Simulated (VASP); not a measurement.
Here is a VASP 6.6.1 calculation.

Contents of INCAR:

```
SYSTEM = Ti2Cl
  ALGO = Normal
  EDIFF = 1E-6
  EDIFFG = -0.01
  ENCUT = 600
  GGA = PE
  IBRION = 2
  ISIF = 3
  ISMEAR = 0
  LASPH = .TRUE.
  LCHARG = .FALSE.
  LREAL = .FALSE.
  LWAVE = .FALSE.
  NELM = 80
  NSW = 100
  PREC = Accurate
  SIGMA = 0.1
```

File KPOINTS:

```
k-points
0
G
  12 12 4
  0 0 0
```

Contents of POSCAR:

```
Ti2Cl
1.0
    3.1334848417      0.0000000000      0.0000000000
   -1.5667424208      2.7136774753      0.0000000000
    0.0000000000      0.0000000000     11.6213974588
Ti Cl
4 2
Direct
    0.3333333333      0.6666666667      0.4107271824
    0.3333333333      0.6666666667      0.0892728176
    0.6666666667      0.3333333333      0.9107271824
    0.6666666667      0.3333333333      0.5892728176
    0.0000000000      0.0000000000      0.2500000000
    0.0000000000      0.0000000000      0.7500000000
```

Potentials or basis: VASP PAW PBE potentials, release 64 (Ti_sv, Cl).

Run with:

```console
$ cat potpaw_PBE.64/Ti_sv/POTCAR potpaw_PBE.64/Cl/POTCAR > POTCAR
$ mpirun -np 1 vasp_std > vasp.out
```

(1) Predict the band gap on the k mesh.

(2) What does it give for the relaxed cell?

(3) Predict the space group after relaxing (to 0.05 Å).

## Answers

(1) zero (band 31 reaches 9.44 eV, above the bottom of band 32 at 8.62 eV).

(2) a = 3.153 Å, b = 3.153 Å, c = 11.632 Å, α = 90.00°, β = 90.00°, γ = 120.00°.

(3) P6_3/mmc (No. 194).
